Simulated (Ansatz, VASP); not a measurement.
One calculation of H6PbC2Cl2, two programs

The input INCAR:

```
SYSTEM = H6PbC2Cl2
ALGO = Normal ; EDIFF = 1E-7
ENCUT = 520 ; GGA = PE
ISIF = 2 ; ISMEAR = 0
LASPH = .TRUE. ; LCHARG = .FALSE.
LREAL = .FALSE. ; LWAVE = .FALSE.
NBANDS = 32 ; NELM = 100
PREC = Accurate ; SIGMA = 0.01
```

The input KPOINTS:

```
k-points
0
G
  1 1 1
  0 0 0
```

POSCAR

```
H6PbC2Cl2
1.0
   13.9900000000      0.0000000000      0.0000000000
    0.0000000000     13.7700000000      0.0000000000
    0.0000000000      0.0000000000     12.3500000000
Pb C H Cl
1 2 6 2
Direct
    0.5001086500      0.5001583200      0.4836461500
    0.6091408100      0.6052592600      0.5474315800
    0.3910757700      0.3950573700      0.5474315800
    0.5942559000      0.6735192400      0.5048242900
    0.6017541100      0.6129012300      0.6354526300
    0.6785582600      0.5745904100      0.5242016200
    0.4059606900      0.3267973900      0.5048242900
    0.3984624700      0.3874146700      0.6354526300
    0.3216583300      0.4257254900      0.5242016200
    0.6001393900      0.3964379100      0.3643724700
    0.4000779100      0.6038787200      0.3643724700
```

Input for Ansatz:

```yaml
crystal:
  lattice:
    - [13.99, 0.0, 0.0]
    - [0.0, 13.77, 0.0]
    - [0.0, 0.0, 12.35]
  atoms:
    - { symbol: Pb, position: [0.50010865, 0.50015832, 0.48364615] }
    - { symbol: C, position: [0.60914081, 0.60525926, 0.54743158] }
    - { symbol: H, position: [0.5942559, 0.67351924, 0.50482429] }
    - { symbol: H, position: [0.60175411, 0.61290123, 0.63545263] }
    - { symbol: H, position: [0.67855826, 0.57459041, 0.52420162] }
    - { symbol: C, position: [0.39107577, 0.39505737, 0.54743158] }
    - { symbol: H, position: [0.40596069, 0.32679739, 0.50482429] }
    - { symbol: H, position: [0.39846247, 0.38741467, 0.63545263] }
    - { symbol: H, position: [0.32165833, 0.42572549, 0.52420162] }
    - { symbol: Cl, position: [0.60013939, 0.39643791, 0.36437247] }
    - { symbol: Cl, position: [0.40007791, 0.60387872, 0.36437247] }
basis:
  ecutwfc: 420
  ecutrho_ratio: 4
kpoints:
  mp_grid: { grid: [1, 1, 1] }
hamiltonian:
  xc: pbe
scf:
  occupations: { method: gaussian, width: 0.01 }
output:
  forces: true
  eigenvalues: true
  populations: true
```

Alike in both runs: task single point; functional PBE; k mesh 1 × 1 × 1; occupations gaussian, width 0.01 eV; no spin polarisation.

```csv
,VASP,Ansatz
version,VASP 6.6.1,Ansatz 0.2.0
potentials or method,"VASP PAW PBE potentials, release 64 (Pb_d, C, H, Cl), cutoff 520 eV","scalar-relativistic, plane waves, PAW"
valence electrons in the cell,42,42
```

|  | VASP | Ansatz | Ansatz less VASP |
| --- | --- | --- | --- |
| gap on the k mesh at the Fermi level (eV) | 3.70 | 3.70 | -0.005 |
| rms of the force components (eV/Å) | 0.057 | 0.065 | +0.0082 |

With one functional, cell and mesh, what is left measures potentials, basis and numerics. Ansatz's warnings: structure snapped to symmetry.

Neither program's run includes spin-orbit coupling.
